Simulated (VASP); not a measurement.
# KF (P6_3/mmc) in VASP: a series of runs

Runs on KF. Level: PBE. Tasks: single point.

Program: VASP 6.6.1. These are calculated values, not measurements. Logs are shortened: lines on timing, memory, paths and dates and some standing lists are left out, and cuts for length are marked.

### 1 The cell of the first run

It takes space group P6_3/mmc (No. 194, hexagonal). Conventional cell: a = 3.534 Å, b = 3.534 Å, c = 6.255 Å, α = 90.00°, β = 90.00°, γ = 120.00°. Within 3.6 Å of K (site symmetry -3m) lie 6 F at 2.57 Å and 8 K at 3.13 to 3.53 Å. Within 3.8 Å of F (site symmetry -6m2) lie 6 K at 2.57 Å and 12 F at 3.53 to 3.73 Å.

### 2 Single point, PBE (16.91 Å³/atom)

INCAR reads:

```
SYSTEM = KF
  PREC = Accurate
  ENCUT = 520
  EDIFF = 1E-7
  ISMEAR = 0
  SIGMA = 0.01
  LREAL = .False.
  LASPH = .True.
  NELM = 60
  ALGO = Normal
  ISIF = 2
  LWAVE = .False.
  LCHARG = .False.
  GGA = PE
  NBANDS = 24
```

KPOINTS reads:

```
regular mesh
0
Gamma
  6 6 2
  0 0 0
```

POSCAR reads:

```
KF
1.0
    3.5336281797      0.0000000000      0.0000000000
   -1.7668140898      3.0602117712      0.0000000000
    0.0000000000      0.0000000000      6.2552256449
K F
2 2
Direct
    0.0000000000      0.0000000000      0.0000000000
    0.0000000000      0.0000000000      0.5000000000
    0.3333333333      0.6666666667      0.2500000000
    0.6666666667      0.3333333333      0.7500000000
```

Potentials or basis: VASP PAW PBE potentials, release 64 (K_sv, F).

Started as:

```console
cat potpaw_PBE.64/K_sv/POTCAR potpaw_PBE.64/F/POTCAR > POTCAR
mpirun -np 1 vasp_std > vasp.out
```

OUTCAR:

```text
SYSTEM = KF
   PREC = Accurate
   ENCUT = 520
   EDIFF = 1E-7
   ISMEAR = 0
   LREAL = .False.
   LASPH = .True.
   NELM = 60
   ISIF = 2
   GGA = PE

 ion  position               nearest neighbor table
   1  0.000  0.000  0.000-   3 2.57   4 2.57   4 2.57   3 2.57   4 2.57   3 2.57   2 3.13   2 3.13

   2  0.000  0.000  0.500-   3 2.57   4 2.57   4 2.57   3 2.57   4 2.57   3 2.57   1 3.13   1 3.13

   3  0.333  0.667  0.250-   1 2.57   2 2.57   1 2.57   2 2.57   1 2.57   2 2.57
   4  0.667  0.333  0.750-   1 2.57   2 2.57   1 2.57   2 2.57   1 2.57   2 2.57

  LATTYP: Found a hexagonal cell.
 ALAT       =     3.5336281797
 C/A-ratio  =     1.7701991627

  Lattice vectors:

 A1 = (   3.5336281797,   0.0000000000,   0.0000000000)
 A2 = (  -1.7668140898,   3.0602117712,   0.0000000000)
 A3 = (   0.0000000000,   0.0000000000,   6.2552256449)

Analysis of symmetry for initial positions (statically):
=====================================================================
 Subroutine PRICEL returns:
 Original cell was already a primitive cell.

 Routine SETGRP: Setting up the symmetry group for a
 hexagonal supercell.

 Subroutine GETGRP returns: Found 24 space group operations
 (whereof 12 operations were pure point group operations)
 out of a pool of 24 trial point group operations.

The static configuration has the point symmetry D_3d.
 The point group associated with its full space group is D_6h.

Analysis of symmetry for dynamics (positions and initial velocities):
=====================================================================
 Subroutine PRICEL returns:
 Original cell was already a primitive cell.

 Routine SETGRP: Setting up the symmetry group for a
 hexagonal supercell.

 Subroutine GETGRP returns: Found 24 space group operations
 (whereof 12 operations were pure point group operations)
 out of a pool of 24 trial point group operations.

The dynamic configuration has the point symmetry D_3d.
 The point group associated with its full space group is D_6h.

 Subroutine INISYM returns: Found 24 space group operations
 (whereof 12 operations are pure point group operations),
 and found     1 'primitive' translations

----------------------------------------------------------------------------------------

                                     Primitive cell

  volume of cell :      67.6418

  direct lattice vectors                    reciprocal lattice vectors
     3.533628180  0.000000000  0.000000000     0.282995253  0.163387385  0.000000000
    -1.766814090  3.060211771  0.000000000     0.000000000  0.326774771  0.000000000
     0.000000000  0.000000000  6.255225645     0.000000000  0.000000000  0.159866335

  length of vectors
     3.533628180  3.533628180  6.255225645     0.326774771  0.326774771  0.159866335

  position of ions in fractional coordinates (direct lattice)
     0.000000000  0.000000000  0.000000000
     0.000000000  0.000000000  0.500000000
     0.333333333  0.666666667  0.250000000
     0.666666667  0.333333333  0.750000000

  ion indices of the primitive-cell ions
   primitive index   ion index
                 1           1
                 2           2
                 3           3
                 4           4

----------------------------------------------------------------------------------------

 KPOINTS: regular mesh

Automatic generation of k-mesh.
 Grid dimensions read from file:
 generate k-points for:    6    6    2

 Generating k-lattice:

  Cartesian coordinates                     Fractional coordinates (reciprocal lattice)
     0.047165875  0.027231231  0.000000000     0.166666667  0.000000000  0.000000000
     0.000000000  0.054462462  0.000000000     0.000000000  0.166666667  0.000000000
     0.000000000  0.000000000  0.079933168     0.000000000  0.000000000  0.500000000

  Length of vectors
     0.054462462  0.054462462  0.079933168

  Shift w.r.t. Gamma in fractional coordinates (k-lattice)
     0.000000000  0.000000000  0.000000000

 Subroutine IBZKPT returns following result:
 ===========================================

 Found     14 irreducible k-points:

 Following reciprocal coordinates:
            Coordinates               Weight
  0.000000  0.000000  0.000000      1.000000
  0.166667  0.000000  0.000000      6.000000
  0.333333  0.000000  0.000000      6.000000
  0.500000  0.000000  0.000000      3.000000
  0.166667  0.166667  0.000000      6.000000
  0.333333  0.166667  0.000000     12.000000
  0.333333  0.333333  0.000000      2.000000
  0.000000  0.000000  0.500000      1.000000
  0.166667  0.000000  0.500000      6.000000
  0.333333  0.000000  0.500000      6.000000
  0.500000  0.000000  0.500000      3.000000
  0.166667  0.166667  0.500000      6.000000
  0.333333  0.166667  0.500000     12.000000
  0.333333  0.333333  0.500000      2.000000
   k-points           NKPTS =     14   k-points in BZ     NKDIM =     14   number of bands    NBANDS=     24
   number of dos      NEDOS =    301   number of ions     NIONS =      4
   total plane-waves  NPLWV =  37632
   dimension x,y,z NGX =    28 NGY =   28 NGZ =   48
   dimension x,y,z NGXF=    56 NGYF=   56 NGZF=   96
   ions per type =               2   2
   NGX,Y,Z   is equivalent  to a cutoff of  13.17, 13.17, 12.76 a.u.
   NGXF,Y,Z  is equivalent  to a cutoff of  26.35, 26.35, 25.51 a.u.
 SYSTEM =  KF
   PREC   = accura    normal or accurate (medium, high low for compatibility)
   ISTART =      0    job   : 0-new  1-cont  2-samecut
   ICHARG =      2    charge: 1-file 2-atom 10-const
   ISPIN  =      1    spin polarized calculation?
   LNONCOLLINEAR =      F non collinear calculations
   LSORBIT =      F    spin-orbit coupling
   LASPH  =      T    aspherical Exc in radial PAW
   ENCUT  =  520.0 eV  38.22 Ry    6.18 a.u.   6.57  6.57 11.63*2*pi/ulx,y,z
   NELM   =     60;   NELMIN=  2; NELMDL= -5     # of ELM steps
   EDIFF  = 0.1E-06   stopping-criterion for ELM
   LREAL  =      F    real-space projection
   EDIFFG = 0.1E-05   stopping-criterion for IOM
   NSW    =      0    number of steps for IOM
   IBRION =     -1    ionic relax: 0-MD 1-quasi-New 2-CG
   NFREE  =      0    steps in history (QN), initial steepest desc. (CG)
   ISIF   =      2    stress and relaxation
   ISYM   =      2    0-nonsym 1-usesym 2-fastsym
   POTIM  = 0.5000    time-step for ionic-motion
   TEBEG  =    0.0;   TEEND  =   0.0 temperature during run
   PSTRESS=    0.0 pullay stress
   NELECT =      32.0000    total number of electrons
   NUPDOWN=      -1.0000    fix difference up-down
   EMIN   =  10.00;   EMAX   =-10.00  energy-range for DOS
   EFERMI =   0.00;   METHOD = LEGACY
   ISMEAR =     0;   SIGMA  =   0.01  broadening in eV -4-tet -1-fermi 0-gaus
   EFERMI_NEDOS =   21; number of points for ismear=-14 and -15
   IALGO  =     38    algorithm
   IMIX   =      4    mixing-type and parameters
     AMIX     =   0.40;   BMIX     =  1.00
     AMIX_MAG =   1.60;   BMIX_MAG =  1.00
  volume/ion in A,a.u.               =      16.91       114.12
  Fermi-wavevector in a.u.,A,eV,Ry     =   1.275615  2.410563 22.139324  1.627194
  Thomas-Fermi vector in A             =   2.408318
   LORBIT       =      0    0 simple, 1 ext, 2 COOP (PROOUT), +10 PAW based schemes
   GGA     = PE    functional components
   LHFCALC =     F    Hartree Fock is set to
   AEXX    =    0.0000 exact exchange contribution
   IVDW    =     0    specifies the selected vdW correction
   LEPSILON=     F    determine dielectric tensor
   LRPA    =     F    only Hartree local field effects (RPA)
 non-spin polarized calculation
 Gauss-broadening in eV      SIGMA  =   0.01
  energy-cutoff  :      520.00
  volume of cell :       67.64
 maximum number of plane-waves:      1839
 NGX is ok and might be reduce to    28
   NGX = 13   NGY = 13   NGZ = 23

 number of electron      31.9999994 magnetization

 Free energy of the ion-electron system (eV)
  ---------------------------------------------------
  ext. energy  EPLUGINS =         0.00000000
  ---------------------------------------------------
  free energy    TOTEN  =       -16.18491346 eV

  energy without entropy =      -16.18491346  energy(sigma->0) =      -16.18491346

 E-fermi :  -2.2595     XC(G=0):  -8.9688

 val. band max:       -2.3876293558   @ k =   0.3333   0.3333   0.0000
 cond. band min:       4.3683545155   @ k =   0.0000   0.0000   0.0000
 fundamental gap:      6.7559838713
 Fermi energy:        -2.2594876797

 k-point     1 :       0.0000    0.0000    0.0000
  band No.  band energies     occupation
      1     -28.4622      2.00000
      2     -28.2426      2.00000
      3     -21.3501      2.00000
      4     -21.1507      2.00000
      5     -12.1241      2.00000
      6     -11.5966      2.00000
[... 16 lines left out ...]
     23       9.3319      0.00000
     24       9.3319      0.00000

 k-point     2 :       0.1667    0.0000    0.0000
  band No.  band energies     occupation
      1     -28.4260      2.00000
      2     -28.2192      2.00000
      3     -21.3195      2.00000
      4     -21.1829      2.00000
      5     -12.2007      2.00000
      6     -11.7017      2.00000
[... 16 lines left out ...]
     23       9.8977      0.00000
     24       9.9119      0.00000

 k-point     3 :       0.3333    0.0000    0.0000
  band No.  band energies     occupation
      1     -28.3520      2.00000
      2     -28.1720      2.00000
      3     -21.2845      2.00000
      4     -21.2212      2.00000
      5     -12.3724      2.00000
      6     -12.0100      2.00000
[... 16 lines left out ...]
     23      10.1728      0.00000
     24      11.3797      0.00000

 k-point     4 :       0.5000    0.0000    0.0000
  band No.  band energies     occupation
      1     -28.3143      2.00000
      2     -28.1481      2.00000
      3     -21.3068      2.00000
      4     -21.2012      2.00000
      5     -12.4677      2.00000
      6     -12.1872      2.00000
[... 16 lines left out ...]
     23      11.8986      0.00000
     24      12.0001      0.00000

 k-point     5 :       0.1667    0.1667    0.0000
  band No.  band energies     occupation
      1     -28.3708      2.00000
      2     -28.1839      2.00000
      3     -21.2760      2.00000
      4     -21.2287      2.00000
      5     -12.3158      2.00000
      6     -11.8800      2.00000
[... 16 lines left out ...]
     23       9.8831      0.00000
     24      11.1592      0.00000

 k-point     6 :       0.3333    0.1667    0.0000
  band No.  band energies     occupation
      1     -28.3144      2.00000
      2     -28.1482      2.00000
      3     -21.2814      2.00000
      4     -21.2258      2.00000
      5     -12.4316      2.00000
      6     -12.0895      2.00000
[... 16 lines left out ...]
     23      10.1469      0.00000
     24      11.8941      0.00000

 k-point     7 :       0.3333    0.3333    0.0000
  band No.  band energies     occupation
      1     -28.2956      2.00000
      2     -28.1362      2.00000
      3     -21.2538      2.00000
      4     -21.2538      2.00000
      5     -12.4385      2.00000
      6     -11.9647      2.00000
[... 16 lines left out ...]
     23       9.5759      0.00000
     24      11.9735      0.00000

 k-point     8 :       0.0000    0.0000    0.5000
  band No.  band energies     occupation
      1     -28.3549      2.00000
      2     -28.3549      2.00000
      3     -21.2458      2.00000
      4     -21.2458      2.00000
      5     -11.7645      2.00000
      6     -11.7645      2.00000
[... 16 lines left out ...]
     23       9.4046      0.00000
     24       9.4046      0.00000

 k-point     9 :       0.1667    0.0000    0.5000
  band No.  band energies     occupation
      1     -28.3247      2.00000
      2     -28.3247      2.00000
      3     -21.2473      2.00000
      4     -21.2473      2.00000
      5     -11.8342      2.00000
      6     -11.8342      2.00000
[... 16 lines left out ...]
     23       9.8800      0.00000
     24       9.8800      0.00000

 k-point    10 :       0.3333    0.0000    0.5000
  band No.  band energies     occupation
      1     -28.2635      2.00000
      2     -28.2635      2.00000
      3     -21.2513      2.00000
      4     -21.2513      2.00000
      5     -12.0169      2.00000
      6     -12.0169      2.00000
[... 16 lines left out ...]
     23      10.8603      0.00000
     24      10.8603      0.00000

 k-point    11 :       0.5000    0.0000    0.5000
  band No.  band energies     occupation
      1     -28.2324      2.00000
      2     -28.2324      2.00000
      3     -21.2538      2.00000
      4     -21.2538      2.00000
      5     -12.1249      2.00000
      6     -12.1249      2.00000
[... 16 lines left out ...]
     23      11.0897      0.00000
     24      11.0897      0.00000

 k-point    12 :       0.1667    0.1667    0.5000
  band No.  band energies     occupation
      1     -28.2790      2.00000
      2     -28.2790      2.00000
      3     -21.2499      2.00000
      4     -21.2499      2.00000
      5     -11.9425      2.00000
      6     -11.9425      2.00000
[... 16 lines left out ...]
     23      10.7186      0.00000
     24      10.7186      0.00000

 k-point    13 :       0.3333    0.1667    0.5000
  band No.  band energies     occupation
      1     -28.2325      2.00000
      2     -28.2325      2.00000
      3     -21.2531      2.00000
      4     -21.2531      2.00000
      5     -12.0821      2.00000
      6     -12.0821      2.00000
[... 16 lines left out ...]
     23      10.4262      0.00000
     24      10.4262      0.00000

 k-point    14 :       0.3333    0.3333    0.5000
  band No.  band energies     occupation
      1     -28.2170      2.00000
      2     -28.2170      2.00000
      3     -21.2535      2.00000
      4     -21.2535      2.00000
      5     -12.1021      2.00000
      6     -12.1021      2.00000
[... 16 lines left out ...]
     23      10.0821      0.00000
     24      10.0821      0.00000

------------------------ aborting loop because EDIFF is reached ----------------------------------------

  FORCE on cell =-STRESS in cart. coord.  units (eV):
  Direction    XX          YY          ZZ          XY          YZ          ZX
  --------------------------------------------------------------------------------------
  -------------------------------------------------------------------------------------
  Total        2.8946497      2.8946497      3.4065038      0.0000000     -0.0000000      0.0000000
  in kB       68.5632326     68.5632326     80.6871087      0.0000000     -0.0000000      0.0000000
  external PRESSURE =      72.6045247 kB  Pullay stress =       0.0000000 kB

 VOLUME and BASIS-vectors are now :
 -----------------------------------------------------------------------------
  energy-cutoff  :      520.00
  volume of cell :       67.64
      direct lattice vectors                 reciprocal lattice vectors
     3.533628180  0.000000000  0.000000000     0.282995253  0.163387385  0.000000000
    -1.766814090  3.060211771  0.000000000     0.000000000  0.326774771  0.000000000
     0.000000000  0.000000000  6.255225645     0.000000000  0.000000000  0.159866335

 POSITION                                       TOTAL-FORCE (eV/Angst)
 -----------------------------------------------------------------------------------
      0.00000      0.00000      0.00000         0.000000      0.000000      0.000000
      0.00000      0.00000      3.12761        -0.000000      0.000000      0.000000
     -0.00000      2.04014      1.56381        -0.000000      0.000000     -0.000000
      1.76681      1.02007      4.69142         0.000000      0.000000      0.000000
 -----------------------------------------------------------------------------------
    total drift:                                0.000000     -0.000000      0.000000

  FREE ENERGIE OF THE ION-ELECTRON SYSTEM (eV)
  ---------------------------------------------------
  free  energy   TOTEN  =       -16.1849134595 eV

  energy  without entropy=      -16.1849134595  energy(sigma->0) =      -16.18491346
```

It took 50 s on 1 thread of Intel Xeon 8259CL, shared host; peak memory 0.18 GiB.

What came out:

- Free energy: -16.1849 eV
- Pressure: 7.3 GPa
- Band gap on the k mesh: 6.76 eV (least direct gap 6.76 eV)

Stress tensor (GPa, compression positive):
```
6.86 0.00 0.00
0.00 6.86 0.00
0.00 0.00 8.07
```

Levels at points of the mesh, in eV from the valence-band top:
| k point | band 13 | band 14 | band 15 | band 16 | band 17 | band 18 | band 19 | band 20 |
| --- | --- | --- | --- | --- | --- | --- | --- | --- |
| (0.00, 0.00, 0.00) | -0.38 | -0.07 | -0.01 | -0.01 | 6.76 | 9.22 | 10.04 | 11.11 |
| (0.50, 0.00, 0.00) | -0.46 | -0.22 | -0.09 | -0.04 | 8.37 | 10.11 | 10.44 | 10.89 |
| (0.00, 0.00, 0.50) | -0.20 | -0.20 | -0.20 | -0.20 | 8.14 | 8.14 | 10.59 | 10.59 |
| (0.50, 0.00, 0.50) | -0.35 | -0.35 | -0.24 | -0.24 | 9.10 | 9.10 | 11.24 | 11.24 |

Caveat: the k points lie up to 0.50 Å⁻¹ apart.

[end of part 1 of 2]
